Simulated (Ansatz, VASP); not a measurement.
One calculation of Ba, two programs

INCAR

```
ALGO     = Normal         # electronic algorithm
EDIFF    = 1E-6           # SCF threshold, eV
ENCUT    = 520            # plane-wave cutoff, eV
GGA      = PE             # functional
GGA_COMPAT= F            
ISIF     = 2              # what is computed and relaxed
ISMEAR   = -1             # smearing method
LASPH    = T              # aspherical terms in the spheres
LCHARG   = F              # write CHGCAR
LORBIT   = 11             # projections on sites
LORBMOM  = T            
LREAL    = F              # projectors in reciprocal space
LSORBIT  = T              # spin-orbit coupling
LWAVE    = F              # write WAVECAR
MAGMOM   = 0 0 0          # initial moments
NBANDS   = 21             # bands
NELM     = 150            # most SCF steps
PREC     = Accurate       # precision mode
SIGMA    = 0.1            # smearing width, eV
```

Contents of KPOINTS:

```
k-points
0
Gamma
  9 9 9
```

File POSCAR:

```
Ba
1.0
   -2.5124917513      2.5124917513      2.5124917513
    2.5124917513     -2.5124917513      2.5124917513
    2.5124917513      2.5124917513     -2.5124917513
Ba
1
Direct
    0.0000000000      0.0000000000      0.0000000000
```

Input for Ansatz:

```yaml
crystal:
  lattice:
    - [-2.5124917513, 2.5124917513, 2.5124917513]
    - [2.5124917513, -2.5124917513, 2.5124917513]
    - [2.5124917513, 2.5124917513, -2.5124917513]
  atoms:
    - { symbol: Ba, position: [0.0, 0.0, 0.0] }
hamiltonian:
  xc: pbe
  pseudopotentials:
    kind: paw_fr
    azcp:
      Ba: "pseudopotentials/Ba.paw.azcp"
basis:
  ecutwfc: 420
  fft_grid_basis: typed
kpoints:
  mp_grid: { grid: [9, 9, 9], shift: [0, 0, 0] }
magnetization:
  noncollinear: true
  spin_orbit: true
scf:
  occupations: { method: fermi_dirac, width: 0.1 }
```

Alike in both runs: task single point; functional PBE; k mesh 9 × 9 × 9; occupations fermi-dirac, width 0.1 eV; non-collinear spin, spin-orbit coupling.

```csv
,VASP,Ansatz
version,VASP 6.6.1,Ansatz 0.2.0
potentials or method,"VASP PAW PBE potentials, release 64 (Ba_sv), cutoff 520 eV","plane waves (420 eV) with PAW, fully relativistic with spin-orbit coupling"
valence electrons in the cell,10,10
```

|  | VASP | Ansatz | Ansatz less VASP |
| --- | --- | --- | --- |
| net moment per atom (μB) | 0.00 | 0.00 | 0.000 |
